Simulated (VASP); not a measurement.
Write the native input for VASP 6.6.1 that does the following.

| Property | Result |
| --- | --- |
| Task | single point |
| Functional | r2SCAN |
| Potentials or basis | VASP PAW PBE potentials, release 64 (Si, C) |
| Cutoff | 520 eV |
| k mesh | 8 × 8 × 3 |
| Occupations | gaussian, width 0.05 eV |
| Spin | no spin polarisation |
| Dipole correction | no |
| Further INCAR settings | ALGO = Normal; EDIFF = 1e-06; NBANDS = 26 |

The system is SiC.

```
Si C
1.0
    -1.53878   -2.66524    0.00000
     1.53878   -2.66524    0.00000
     0.00000    0.00000   13.07677
Si C
4 4
Cartesian
  0.0000 -1.7768 0.9476
  0.0000 -3.5537 5.9860
  0.0000 0.0000 8.5057
  0.0000 0.0000 3.4673
  0.0000 -1.7768 9.1296
  0.0000 -3.5537 4.0912
  -1.5388 -2.6652 6.6171
  -1.5388 -2.6652 1.5787
```

This cell differs from its parent crystal: the distance across one plane changed.

These files were run (other wordings do the same):

POSCAR

```
SiC
1.0
   -1.5387796673     -2.6652445653      0.0000000000
    1.5387796672     -2.6652445654      0.0000000000
    0.0000000000      0.0000000000     13.0767691650
Si C
4 4
Direct
    0.3333333333      0.3333333333      0.0724640292
    0.6666666667      0.6666666667      0.4577567968
    0.0000000000      0.0000000000      0.6504459963
    0.0000000000      0.0000000000      0.2651532287
    0.3333333333      0.3333333333      0.6981535804
    0.6666666667      0.6666666667      0.3128608128
    1.0000000000      0.0000000000      0.5060159297
    1.0000000000      0.0000000000      0.1207231622
```

INCAR.step1

```
PREC = Accurate
ENCUT = 520
ISMEAR = 0
SIGMA = 0.05
LREAL = False
LASPH = True
NELM = 80
NBANDS = 26
GGA = PE
ALGO = Normal
EDIFF = 1E-4
LWAVE = True
LCHARG = False
```

INCAR.step2

```
PREC = Accurate
ENCUT = 520
EDIFF = 1E-6
ISMEAR = 0
SIGMA = 0.05
LREAL = False
LASPH = True
NELM = 80
ALGO = Normal
ISIF = 2
LWAVE = False
LCHARG = False
METAGGA = R2SCAN
LMIXTAU = True
NBANDS = 26
ISTART = 1
```

KPOINTS

```
Automatic mesh
0
Gamma
  8 8 3
```

Potentials or basis: VASP PAW PBE potentials, release 64 (Si, C).

Launch:

```sh
$ cat potpaw_PBE.64/Si/POTCAR potpaw_PBE.64/C/POTCAR > POTCAR
$ cp INCAR.step1 INCAR
$ mpirun -np 1 vasp_std > vasp.out
$ cp INCAR.step2 INCAR
$ mpirun -np 1 vasp_std > vasp.out
```

It gave:

The pressure is -0.8 GPa. The largest force is 3.097 eV/Å and the band gap on the k mesh is zero (bands 16 and 17 overlap by 0.07 eV).

Caveat: the cell differs from its parent crystal (the distance across one plane changed); semilocal functionals underestimate gaps, and a narrow one can read as zero; the PAW data sets were made with another functional, which shifts forces and pressure a little.

Run time: 4.6 min on 1 thread of AMD EPYC 9R45 96-Core Processor (Zen 5), on a shared host, peak memory 0.22 GiB.
